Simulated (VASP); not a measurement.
Wanted: the native input for a VASP 6.6.1 run.

```
Task                   : relaxation of cell and atoms
Functional             : PBEsol
Potentials or basis    : VASP PAW PBE potentials, release 64 (Os)
Cutoff                 : 600 eV
k mesh                 : 16 × 16 × 9
Occupations            : fermi-dirac, width 0.05 eV
Spin                   : no spin polarisation
Dipole correction      : no
Further INCAR settings : ALGO = Normal; EDIFF = 1e-06; IBRION = 2; EDIFFG = -0.005; NSW = 60; ISIF = 3
```

The structure of Os lies in POSCAR:

```
Os
1.0
    2.7056433462      0.0000000000      0.0000000000
   -1.3528216731      2.3431558714      0.0000000000
    0.0000000000      0.0000000000      4.3831422208
Os
2
Direct
    0.3333333333      0.6666666667      0.2500000000
    0.6666666667      0.3333333333      0.7500000000
```

These files were run (other wordings do the same):

INCAR

```
PREC     = Accurate       # precision mode
ENCUT    = 600            # plane-wave cutoff, eV
EDIFF    = 1E-6           # SCF threshold, eV
ISMEAR   = -1             # smearing method
SIGMA    = 0.05           # smearing width, eV
LREAL    = F              # projectors in reciprocal space
LASPH    = T              # aspherical terms in the spheres
NELM     = 100            # most SCF steps
ALGO     = Normal         # electronic algorithm
ISIF     = 3              # what is computed and relaxed
LWAVE    = F              # write WAVECAR
LCHARG   = F              # write CHGCAR
GGA      = PS             # functional
IBRION   = 2              # ionic algorithm
NSW      = 60             # ionic steps
EDIFFG   = -0.005         # ionic threshold
```

KPOINTS

```
Automatic mesh
0
Gamma
  16 16 9
```

Potentials or basis: VASP PAW PBE potentials, release 64 (Os).

Run with:

```console
$ cat potpaw_PBE.64/Os/POTCAR > POTCAR
$ mpirun -np 1 vasp_std > vasp.out
```

It gave:

```json
{
 "Relaxed volume": "13.91 Å³/atom",
 "Relaxed cell": "a = 2.730 Å, b = 2.730 Å, c = 4.311 Å, α = 90.00°, β = 90.00°, γ = 120.00°",
 "Space group after relaxing (to 0.05 Å)": "P6_3/mmc (No. 194)",
 "Energy gained by relaxing": "12.7 meV/atom",
 "Ionic steps": "9",
 "Pressure after relaxing": "0.0 GPa",
 "Band gap on the k mesh": "zero (band 8 reaches 11.46 eV, above the bottom of band 9 at 7.57 eV)"
}
```

Caveat: the PAW data sets were made with another functional, which shifts forces and pressure a little; spin-orbit coupling is left out, which moves the levels of the heavy elements.

It took 5.8 min on 1 thread of AMD EPYC 7R13, on a shared host, peak memory 0.17 GiB.
